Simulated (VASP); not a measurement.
Au:

```
Au
1.0
    -1.61500    1.61500    1.61500
     1.61500   -1.61500    1.61500
     1.61500    1.61500   -1.61500
Au
1
Direct
  0.00000 0.00000 0.00000
```

This isn't the form of Au at room conditions, which is fcc.

| Property | Result |
| --- | --- |
| Program | VASP 6.6.1 |
| Task | relaxation of cell and atoms |
| Functional | PBE |
| Potentials or basis | VASP PAW PBE potentials, release 64 (Au) |
| Cutoff | 500 eV |
| k mesh | 10 × 10 × 10 |
| Occupations | gaussian, width 0.05 eV |
| Spin | no spin polarisation |

At the start: pressure 10.5 GPa; volume 16.85 Å³/atom.

Problem. Where does the relaxation end?

Solution. Over 4 steps the energy falls by 32.9 meV/atom and the volume is 17.94 Å³/atom (+6.5 %); space group Im-3m (No. 229, to 0.1 Å) before and after.

Step by step:
```
step  energy change (eV)  largest force (eV/Å)  pressure (GPa)  volume (Å³)
   1              0.0000                0.0000           10.49        16.85
   2              0.0229                0.0000           -9.12        19.69
   3             -0.0328                0.0000           -0.26        17.97
   4             -0.0329                0.0000           -0.05        17.94
```

Final structure:
```yaml
crystal:
  lattice:
    - [-1.64921, 1.64921, 1.64921]
    - [1.64921, -1.64921, 1.64921]
    - [1.64921, 1.64921, -1.64921]
  atoms:
    - { symbol: Au, position: [0.00000, 0.00000, 0.00000] }
```
